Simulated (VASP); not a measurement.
Wanted: the native input for a VASP 6.6.1 run.

| Property | Result |
| --- | --- |
| Task | density of states |
| Functional | PBE |
| Potentials or basis | VASP PAW PBE potentials, release 64 (Hf_pv, Si, O) |
| Cutoff | 520 eV |
| k mesh | 6 × 6 × 4 |
| Occupations | gaussian, width 0.02 eV |
| Spin | no spin polarisation |
| Dipole correction | no |
| k mesh for the DOS | 9 × 9 × 6 |
| Occupations for the DOS | tetrahedron |
| Further INCAR settings | ALGO = Normal; EDIFF = 1e-07 |

The system is HfSi2O6.

```xyz
9
Lattice="4.9553 -2.5039 0.0120 4.9553 2.5039 0.0120 -0.1969 0.0000 5.8779" Properties=species:S:1:pos:R:3 pbc="T T T"
Hf    4.8568    0.2054    2.9510
Si    2.2812    1.1619    4.9719
Si    7.4325    1.1619    0.9300
O     3.8021   -0.9112    1.7581
O     7.6159   -0.3885    0.4261
O     5.9116   -0.9112    4.1438
O     6.1101    1.2578    1.8796
O     2.0978   -0.3885    5.4758
O     3.6035    1.2578    4.0223
```

One way to write it, as run:

POSCAR

```
HfSi2O6
1.0
    4.9552861056     -2.5039018922      0.0119860309
    4.9552861056      2.5039018922      0.0119860309
   -0.1969079265      0.0000000000      5.8779327054
Hf Si O
1 2 6
Direct
    0.4589866766      0.5410133234      0.5000000000
    0.0149398157      0.4789891477      0.8448454382
    0.5210108523      0.9850601843      0.1551545618
    0.5715128283      0.2075894227      0.2975084110
    0.8474158012      0.6922582288      0.0693529474
    0.7924105773      0.4284871717      0.7024915890
    0.3716540469      0.8740027133      0.3172370070
    0.3077417712      0.1525841988      0.9306470526
    0.1259972867      0.6283459531      0.6827629930
```

INCAR.step1

```
PREC     = Accurate       # precision mode
ENCUT    = 520            # plane-wave cutoff, eV
EDIFF    = 1E-7           # SCF threshold, eV
ISMEAR   = 0              # smearing method
SIGMA    = 0.02           # smearing width, eV
LREAL    = False          # projectors in reciprocal space
LASPH    = True           # aspherical terms in the spheres
NELM     = 60             # most SCF steps
ALGO     = Normal         # electronic algorithm
ISIF     = 2              # what is computed and relaxed
LWAVE    = False          # write WAVECAR
LCHARG   = True           # write CHGCAR
LMAXMIX  = 4              # l up to which the mixer works
GGA      = PE             # functional
NBANDS   = 37             # bands
```

KPOINTS.step1

```
Automatic mesh
0
Gamma
  6 6 4
```

INCAR.step2

```
PREC     = Accurate       # precision mode
ENCUT    = 520            # plane-wave cutoff, eV
EDIFF    = 1E-7           # SCF threshold, eV
ISMEAR   = -5             # smearing method
SIGMA    = 0.02           # smearing width, eV
LREAL    = False          # projectors in reciprocal space
LASPH    = True           # aspherical terms in the spheres
NELM     = 60             # most SCF steps
ALGO     = Normal         # electronic algorithm
ISIF     = 2              # what is computed and relaxed
LWAVE    = False          # write WAVECAR
LCHARG   = False          # write CHGCAR
LMAXMIX  = 4              # l up to which the mixer works
GGA      = PE             # functional
LORBIT   = 11             # projections on sites
NEDOS    = 1001           # points of the DOS
ICHARG   = 11             # starting density
```

KPOINTS.step2

```
Automatic mesh
0
Gamma
  9 9 6
```

Potentials or basis: VASP PAW PBE potentials, release 64 (Hf_pv, Si, O).

Launch:

```bash
$ cat potpaw_PBE.64/Hf_pv/POTCAR potpaw_PBE.64/Si/POTCAR potpaw_PBE.64/O/POTCAR > POTCAR
$ cp INCAR.step1 INCAR
$ cp KPOINTS.step1 KPOINTS
$ mpirun -np 1 vasp_std > vasp.out
$ cp INCAR.step2 INCAR
$ cp KPOINTS.step2 KPOINTS
$ mpirun -np 1 vasp_std > vasp.out
```

It gave:

```json
{
  "Valence electrons inside the program's atomic spheres": "Hf 8.64; Si 1.62; O 5.16, 5.22, 5.15"
}
```

Caveat: spin-orbit coupling is left out, which moves the levels of the heavy elements.

It took 9.4 min on 1 thread of Intel(R) Xeon(R) Platinum 8375C CPU @ 2.90GHz (Ice Lake), on a shared host, peak memory 0.67 GiB.
